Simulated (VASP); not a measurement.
# Si (Fd-3m) in VASP: a series of runs

The runs below take Si through vibrations by perturbation theory, with PBEsol.

Everything below comes from runs of VASP 6.6.1. Logs are shortened: lines on timing, memory, paths and dates and some standing lists are left out, and cuts for length are marked.

## (1) The cell of the first run

It takes space group Fd-3m (No. 227, cubic). The conventional cell has a = 5.433 Å, b = 5.433 Å, c = 5.433 Å, α = 90.00°, β = 90.00°, γ = 90.00°. Within 3.1 Å of Si (site symmetry -43m) lie 4 Si at 2.35 Å.

## (2) Vibrations by perturbation theory, PBEsol

INCAR reads:

```
ALGO = Normal
EDIFF = 1E-8
ENCUT = 520
GGA = PS
IBRION = 8
ISIF = 2
ISMEAR = 0
LASPH = True
LCHARG = True
LREAL = False
LWAVE = False
NELM = 80
NSW = 1
PREC = Accurate
SIGMA = 0.01
```

KPOINTS reads:

```
k-points
0
Gamma
  8 8 8
```

POSCAR reads:

```
Si
1.0
    0.0000000000      2.7167280764      2.7167280764
    2.7167280764      0.0000000000      2.7167280764
    2.7167280764      2.7167280764      0.0000000000
Si
2
Direct
    0.2500000000      0.2500000000      0.2500000000
    0.0000000000      0.0000000000      0.0000000000
```

Potentials or basis: VASP PAW PBE potentials, release 64 (Si).

Run with:

```
$ cat potpaw_PBE.64/Si/POTCAR > POTCAR
$ mpirun -np 1 vasp_std > vasp.out
```

OUTCAR:

```text
EDIFF = 1E-8
   ENCUT = 520
   GGA = PS
   IBRION = 8
   ISIF = 2
   ISMEAR = 0
   LASPH = True
   LREAL = False
   NELM = 80
   NSW = 1
   PREC = Accurate

 ion  position               nearest neighbor table
   1  0.250  0.250  0.250-   2 2.35   2 2.35   2 2.35   2 2.35
   2  0.000  0.000  0.000-   1 2.35   1 2.35   1 2.35   1 2.35

  LATTYP: Found a face centered cubic cell.
 ALAT       =     5.4334561528

  Lattice vectors:

 A1 = (   0.0000000000,   2.7167280764,   2.7167280764)
 A2 = (   2.7167280764,   0.0000000000,   2.7167280764)
 A3 = (   2.7167280764,   2.7167280764,   0.0000000000)

Analysis of symmetry for initial positions (statically):
=====================================================================
 Subroutine PRICEL returns:
 Original cell was already a primitive cell.

 Routine SETGRP: Setting up the symmetry group for a
 face centered cubic supercell.

 Subroutine GETGRP returns: Found 48 space group operations
 (whereof 24 operations were pure point group operations)
 out of a pool of 48 trial point group operations.

The static configuration has the point symmetry T_d .
 The point group associated with its full space group is O_h .

Analysis of symmetry for dynamics (positions and initial velocities):
=====================================================================
 Subroutine PRICEL returns:
 Original cell was already a primitive cell.

 Routine SETGRP: Setting up the symmetry group for a
 face centered cubic supercell.

 Subroutine GETGRP returns: Found 48 space group operations
 (whereof 24 operations were pure point group operations)
 out of a pool of 48 trial point group operations.

The dynamic configuration has the point symmetry T_d .
 The point group associated with its full space group is O_h .

 Subroutine INISYM returns: Found 48 space group operations
 (whereof 24 operations are pure point group operations),
 and found     1 'primitive' translations

----------------------------------------------------------------------------------------

                                     Primitive cell

  volume of cell :      40.1022

  direct lattice vectors                    reciprocal lattice vectors
     0.000000000  2.716728076  2.716728076    -0.184044919  0.184044919  0.184044919
     2.716728076  0.000000000  2.716728076     0.184044919 -0.184044919  0.184044919
     2.716728076  2.716728076  0.000000000     0.184044919  0.184044919 -0.184044919

  length of vectors
     3.842033691  3.842033691  3.842033691     0.318775151  0.318775151  0.318775151

  position of ions in fractional coordinates (direct lattice)
     0.250000000  0.250000000  0.250000000
     0.000000000  0.000000000  0.000000000

  ion indices of the primitive-cell ions
   primitive index   ion index
                 1           1
                 2           2

----------------------------------------------------------------------------------------

 KPOINTS: k-points

Automatic generation of k-mesh.
 Grid dimensions read from file:
 generate k-points for:    8    8    8

 Generating k-lattice:

  Cartesian coordinates                     Fractional coordinates (reciprocal lattice)
    -0.023005615  0.023005615  0.023005615     0.125000000  0.000000000  0.000000000
     0.023005615 -0.023005615  0.023005615     0.000000000  0.125000000  0.000000000
     0.023005615  0.023005615 -0.023005615     0.000000000  0.000000000  0.125000000

  Length of vectors
[... 75 lines left out ...]
     AMIX_MAG =   1.60;   BMIX_MAG =  1.00
  volume/ion in A,a.u.               =      20.05       135.31
  Fermi-wavevector in a.u.,A,eV,Ry     =   0.956567  1.807649 12.449605  0.915020
  Thomas-Fermi vector in A             =   2.085507
   LORBIT       =      0    0 simple, 1 ext, 2 COOP (PROOUT), +10 PAW based schemes
   GGA     = PS    functional components
   LHFCALC =     F    Hartree Fock is set to
   AEXX    =    0.0000 exact exchange contribution
   IVDW    =     0    specifies the selected vdW correction
   LEPSILON=     F    determine dielectric tensor
   LRPA    =     F    only Hartree local field effects (RPA)
 non-spin polarized calculation
 Gauss-broadening in eV      SIGMA  =   0.01
  energy-cutoff  :      520.00
  volume of cell :       40.10
 maximum number of plane-waves:      1106
 NGX is ok and might be reduce to    30
   NGX = 15   NGY = 15   NGZ = 15

--------------------------------------- Ionic step        1  -------------------------------------------

 number of electron       8.0000000 magnetization

 Free energy of the ion-electron system (eV)
  ---------------------------------------------------
  ext. energy  EPLUGINS =         0.00000000
  ---------------------------------------------------
  free energy    TOTEN  =       -11.48911157 eV

  energy without entropy =      -11.48911157  energy(sigma->0) =      -11.48911157

 E-fermi :   5.8719     XC(G=0):  -9.5470

 val. band max:        5.7763315180   @ k =   0.0000   0.0000   0.0000
 cond. band min:       6.2814142157   @ k =   0.3750   0.3750   0.0000
 fundamental gap:      0.5050826976
 Fermi energy:         5.8719375470

 k-point     1 :       0.0000    0.0000    0.0000
  band No.  band energies     occupation
      1      -6.2040      2.00000
      2       5.7763      2.00000
      3       5.7763      2.00000
      4       5.7763      2.00000
      5       8.2923      0.00000
      6       8.2923      0.00000
      7       8.2923      0.00000
      8       9.0832      0.00000
[... 243 lines left out ...]
 k-point    24 :      -0.3750    0.2500    0.1250
  band No.  band energies     occupation
      1      -3.3186      2.00000
      2      -1.0351      2.00000
      3       2.2909      2.00000
      4       3.5949      2.00000
      5       8.7735      0.00000
      6       8.8134      0.00000
      7      11.6322      0.00000
      8      12.8091      0.00000

 [... further k-points ...]

------------------------ aborting loop because EDIFF is reached ----------------------------------------

  FORCE on cell =-STRESS in cart. coord.  units (eV):
  Direction    XX          YY          ZZ          XY          YZ          ZX
  --------------------------------------------------------------------------------------
  -------------------------------------------------------------------------------------
  Total        0.0311170      0.0311170      0.0311170      0.0000000      0.0000000     -0.0000000
  in kB        1.2431977      1.2431977      1.2431977      0.0000000      0.0000000     -0.0000000
  external PRESSURE =       1.2431977 kB  Pullay stress =       0.0000000 kB

 VOLUME and BASIS-vectors are now :
 -----------------------------------------------------------------------------
  energy-cutoff  :      520.00
  volume of cell :       40.10
      direct lattice vectors                 reciprocal lattice vectors
     0.000000000  2.716728076  2.716728076    -0.184044919  0.184044919  0.184044919
     2.716728076  0.000000000  2.716728076     0.184044919 -0.184044919  0.184044919
     2.716728076  2.716728076  0.000000000     0.184044919  0.184044919 -0.184044919

 POSITION                                       TOTAL-FORCE (eV/Angst)
 -----------------------------------------------------------------------------------
      1.35836      1.35836      1.35836         0.000000      0.000000      0.000000
      0.00000      0.00000      0.00000         0.000000     -0.000000     -0.000000
 -----------------------------------------------------------------------------------
    total drift:                               -0.000000     -0.000000     -0.000000

  FREE ENERGIE OF THE ION-ELECTRON SYSTEM (eV)
  ---------------------------------------------------
  free  energy   TOTEN  =       -11.4891115656 eV

  energy  without entropy=      -11.4891115656  energy(sigma->0) =      -11.48911157

[... ionic steps 2 to 3 ...]

--------------------------------------- Ionic step        4  -------------------------------------------

 Free energy of the ion-electron system (eV)
  ---------------------------------------------------
  ---------------------------------------------------
  free energy    TOTEN  =        -0.01728582 eV

  energy without entropy =       -0.01728582

------------------------ aborting loop because EDIFF is reached ----------------------------------------

 INTERNAL STRAIN TENSOR  FOR ION    1  DIRECTION 1   (eV/Angst):
 -----------------------------------------------------------------------------
     0.00555  0.00000  0.00000
     0.00000 -0.00172 -9.56072
     0.00000 -9.56072 -0.00172

 INTERNAL STRAIN TENSOR FOR ION    2 for displacements in x,y,z  (eV/Angst):
          X           Y           Z          XY          YZ          ZX
  --------------------------------------------------------------------------------
  x    -0.00000    -0.00000    -0.00000     0.00000     9.56072     0.00000
  y    -0.00000     0.00000    -0.00000     0.00000     0.00000     9.56072
  z    -0.00000    -0.00000    -0.00000     9.56072     0.00000     0.00000

 SECOND DERIVATIVES (NOT SYMMETRIZED)
 ------------------------------------
               1X          1Y          1Z          2X          2Y          2Z
  1X   -13.405595    0.000000    0.000000   13.405595    0.000000    0.000000
  1Y     0.000000  -13.405595    0.000000    0.000000   13.405595    0.000000
  1Z     0.000000    0.000000  -13.405595    0.000000    0.000000   13.405595
  2X    13.405595    0.000000    0.000000  -13.405595    0.000000    0.000000
  2Y     0.000000   13.405595    0.000000    0.000000  -13.405595    0.000000
  2Z     0.000000    0.000000   13.405595    0.000000    0.000000  -13.405595

 Eigenvectors and eigenvalues of the dynamical matrix
 ----------------------------------------------------

   1 f  =   15.274660 THz    95.973519 2PiTHz  509.507812 cm-1    63.170889 meV
             X         Y         Z           dx          dy          dz
      1.358364  1.358364  1.358364     0.000000   -0.707107    0.000000
      0.000000  0.000000  0.000000     0.000000    0.707107    0.000000
[... 21 lines left out ...]
   6 f  =    0.000000 THz     0.000000 2PiTHz    0.000000 cm-1     0.000000 meV
             X         Y         Z           dx          dy          dz
      1.358364  1.358364  1.358364     0.000000    0.000000    0.707107
      0.000000  0.000000  0.000000     0.000000    0.000000    0.707107

--------------------------------------------------------------------------------------------------------

 ELASTIC MODULI CONTR FROM IONIC RELAXATION (kBar)
 Direction    XX          YY          ZZ          XY          YZ          ZX
 --------------------------------------------------------------------------------
 XX          -0.0000     -0.0000     -0.0000      0.0000      0.0000      0.0000
 YY          -0.0000     -0.0000     -0.0000      0.0000      0.0000     -0.0000
 ZZ          -0.0000     -0.0000     -0.0000      0.0000      0.0000      0.0000
 XY           0.0000      0.0000      0.0000   -272.4191      0.0000     -0.0000
 YZ           0.0000      0.0000      0.0000      0.0000   -272.4191      0.0000
 ZX           0.0000     -0.0000      0.0000      0.0000      0.0000   -272.4191
 --------------------------------------------------------------------------------
```

Wall time 36 s (1 thread of Intel Xeon 6975P-C (Granite Rapids), shared host); peak memory 0.21 GiB.

Results:

```yaml
Highest_phonon_frequency_at_Γ: 510 cm⁻¹
```

Phonon frequencies in cm⁻¹ (negative: imaginary):
| q point | frequencies |
| --- | --- |
| (0.000, 0.000, 0.000) | 0 0 0 510 510 510 |

Caveat: the PAW data sets were made with another functional, which shifts forces and pressure a little.

## (3) Vibrations by perturbation theory, PBEsol (20.35 Å³/atom)

This run uses another cell than the first one, of 20.35 Å³/atom.

INCAR reads:

```
ALGO = Normal
EDIFF = 1E-8
ENCUT = 520
GGA = PS
IBRION = 8
ISIF = 2
ISMEAR = 0
LASPH = T
LCHARG = F
LREAL = F
LWAVE = F
NELM = 80
NSW = 1
PREC = Accurate
SIGMA = 0.01
```

KPOINTS is that of step 2.

POSCAR reads:

```
Si
1.0
    0.0000000000      2.7302443590      2.7302443590
    2.7302443590      0.0000000000      2.7302443590
    2.7302443590      2.7302443590      0.0000000000
Si
2
Direct
    0.2500000000      0.2500000000      0.2500000000
    0.0000000000      0.0000000000      0.0000000000
```

Potentials or basis: VASP PAW PBE potentials, release 64 (Si).

Run with:

```
$ cat potpaw_PBE.64/Si/POTCAR > POTCAR
$ mpirun -np 1 vasp_std > vasp.out
```

OUTCAR:

```text
EDIFF = 1E-8
   ENCUT = 520
   GGA = PS
   IBRION = 8
   ISIF = 2
   ISMEAR = 0
   LASPH = T
   LREAL = F
   NELM = 80
   NSW = 1
   PREC = Accurate

 ion  position               nearest neighbor table
   1  0.250  0.250  0.250-   2 2.36   2 2.36   2 2.36   2 2.36
   2  0.000  0.000  0.000-   1 2.36   1 2.36   1 2.36   1 2.36

  LATTYP: Found a face centered cubic cell.
 ALAT       =     5.4604887180

  Lattice vectors:

 A1 = (   0.0000000000,   2.7302443590,   2.7302443590)
 A2 = (   2.7302443590,   0.0000000000,   2.7302443590)
 A3 = (   2.7302443590,   2.7302443590,   0.0000000000)

Analysis of symmetry for initial positions (statically):
=====================================================================
 Subroutine PRICEL returns:
 Original cell was already a primitive cell.

 Routine SETGRP: Setting up the symmetry group for a
 face centered cubic supercell.

 Subroutine GETGRP returns: Found 48 space group operations
 (whereof 24 operations were pure point group operations)
 out of a pool of 48 trial point group operations.

The static configuration has the point symmetry T_d .
 The point group associated with its full space group is O_h .

Analysis of symmetry for dynamics (positions and initial velocities):
=====================================================================
 Subroutine PRICEL returns:
 Original cell was already a primitive cell.

 Routine SETGRP: Setting up the symmetry group for a
 face centered cubic supercell.

 Subroutine GETGRP returns: Found 48 space group operations
 (whereof 24 operations were pure point group operations)
 out of a pool of 48 trial point group operations.

[... 446 lines left out ...]
      1.36512      1.36512      1.36512        -0.000000     -0.000000     -0.000000
      0.00000      0.00000      0.00000         0.000000      0.000000      0.000000
 -----------------------------------------------------------------------------------
    total drift:                               -0.000000     -0.000000     -0.000000

  FREE ENERGIE OF THE ION-ELECTRON SYSTEM (eV)
  ---------------------------------------------------
  free  energy   TOTEN  =       -11.4870133174 eV

  energy  without entropy=      -11.4870133174  energy(sigma->0) =      -11.48701332

[... ionic steps 2 to 3 ...]

--------------------------------------- Ionic step        4  -------------------------------------------

 Free energy of the ion-electron system (eV)
  ---------------------------------------------------
  ---------------------------------------------------
  free energy    TOTEN  =        -0.01723630 eV

  energy without entropy =       -0.01723630

------------------------ aborting loop because EDIFF is reached ----------------------------------------

 INTERNAL STRAIN TENSOR  FOR ION    1  DIRECTION 1   (eV/Angst):
 -----------------------------------------------------------------------------
     0.00548  0.00000  0.00000
     0.00000 -0.00168 -8.92262
     0.00000 -8.92262 -0.00168

 INTERNAL STRAIN TENSOR FOR ION    2 for displacements in x,y,z  (eV/Angst):
          X           Y           Z          XY          YZ          ZX
  --------------------------------------------------------------------------------
  x    -0.00000     0.00000     0.00000     0.00000     8.92262     0.00000
  y     0.00000     0.00000     0.00000     0.00000     0.00000     8.92262
  z     0.00000     0.00000    -0.00000     8.92262     0.00000     0.00000

 SECOND DERIVATIVES (NOT SYMMETRIZED)
 ------------------------------------
               1X          1Y          1Z          2X          2Y          2Z
  1X   -13.015629    0.000000    0.000000   13.015629    0.000000    0.000000
  1Y     0.000000  -13.015629    0.000000    0.000000   13.015629    0.000000
  1Z     0.000000    0.000000  -13.015629    0.000000    0.000000   13.015629
  2X    13.015629    0.000000    0.000000  -13.015629    0.000000    0.000000
  2Y     0.000000   13.015629    0.000000    0.000000  -13.015629    0.000000
  2Z     0.000000    0.000000   13.015629    0.000000    0.000000  -13.015629

 Eigenvectors and eigenvalues of the dynamical matrix
 ----------------------------------------------------

   1 f  =   15.050852 THz    94.567294 2PiTHz  502.042391 cm-1    62.245295 meV
             X         Y         Z           dx          dy          dz
      1.365122  1.365122  1.365122     0.000000   -0.707107    0.000000
      0.000000  0.000000  0.000000     0.000000    0.707107    0.000000
[... 21 lines left out ...]
   6 f  =    0.000000 THz     0.000000 2PiTHz    0.000000 cm-1     0.000000 meV
             X         Y         Z           dx          dy          dz
      1.365122  1.365122  1.365122     0.000000    0.000000    0.707107
      0.000000  0.000000  0.000000     0.000000    0.000000    0.707107

--------------------------------------------------------------------------------------------------------

 ELASTIC MODULI CONTR FROM IONIC RELAXATION (kBar)
 Direction    XX          YY          ZZ          XY          YZ          ZX
 --------------------------------------------------------------------------------
 XX          -0.0000      0.0000      0.0000      0.0000      0.0000      0.0000
 YY           0.0000     -0.0000      0.0000      0.0000      0.0000     -0.0000
 ZZ           0.0000      0.0000     -0.0000      0.0000      0.0000      0.0000
 XY           0.0000      0.0000      0.0000   -240.7664      0.0000      0.0000
 YZ           0.0000      0.0000      0.0000      0.0000   -240.7664      0.0000
 ZX           0.0000     -0.0000      0.0000      0.0000      0.0000   -240.7664
 --------------------------------------------------------------------------------
```

OSZICAR:

```text
N       E                     dE             d eps       ncg     rms          rms(c)
DAV:   1     0.591017493298E+01    0.59102E+01   -0.31817E+03   464   0.756E+02
DAV:   2    -0.114781058114E+02   -0.17388E+02   -0.16767E+02   728   0.796E+01
DAV:   3    -0.117004157900E+02   -0.22231E+00   -0.22231E+00   592   0.116E+01
DAV:   4    -0.117014507366E+02   -0.10349E-02   -0.10349E-02   784   0.843E-01
[... 25 lines left out ...]
RMM:   8    -0.172363554131E-01   -0.72380E-07   -0.18802E-07  2605   0.873E-05    0.289E-05
RMM:   9    -0.172362743567E-01    0.81056E-07    0.36313E-08  2567   0.416E-05    0.413E-06
RMM:  10    -0.172363156507E-01   -0.41294E-07    0.26060E-08  2642   0.957E-06    0.244E-06
RMM:  11    -0.172362995470E-01    0.16104E-07    0.27372E-08  2333   0.390E-06    0.520E-07
RMM:  12    -0.172363028142E-01   -0.32671E-08    0.41221E-09  1377   0.938E-07    0.326E-07
 Linear response finished
```

Run time: 32 s. Hardware: 1 thread of Intel Xeon 6975P-C (Granite Rapids), shared host; peak memory 0.21 GiB.

What came out:

```
Highest phonon frequency at Γ : 502 cm⁻¹
```

Phonon frequencies in cm⁻¹ (negative: imaginary):
| q point | frequencies |
| --- | --- |
| (0.000, 0.000, 0.000) | 0 0 0 502 502 502 |

Caveat: the cell stands under pressure or tension, which shifts response properties; the PAW data sets were made with another functional, which shifts forces and pressure a little.
